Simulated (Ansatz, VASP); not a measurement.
## Sn in VASP and in Ansatz

```
Sn
1.0
     0.00000    3.32797    3.32797
     3.32797    0.00000    3.32797
     3.32797    3.32797    0.00000
Sn
2
Direct
  0.87500 0.87500 0.87500
  0.12500 0.12500 0.12500
```

Alike in both runs: functional PBE; k mesh 9 × 9 × 9; occupations fermi-dirac, width 0.02 eV; no spin polarisation.

Ansatz relaxed the structure, and its values are those at the end. VASP's run is a single point on that final structure, the one shown.

|  | VASP | Ansatz |
| --- | --- | --- |
| version | VASP 6.6.1 | Ansatz 0.2.0 |
| potentials or method | VASP PAW PBE potentials, release 64 (Sn_d) | PAW with Ansatz's default frozen-core files, scalar-relativistic |
| plane-wave cutoff (eV) | 520 | 420 |
| valence electrons in the cell | 28 | 28 |

```csv
,VASP,Ansatz,Ansatz less VASP
pressure (GPa),0.0,0.0,+0.05
```
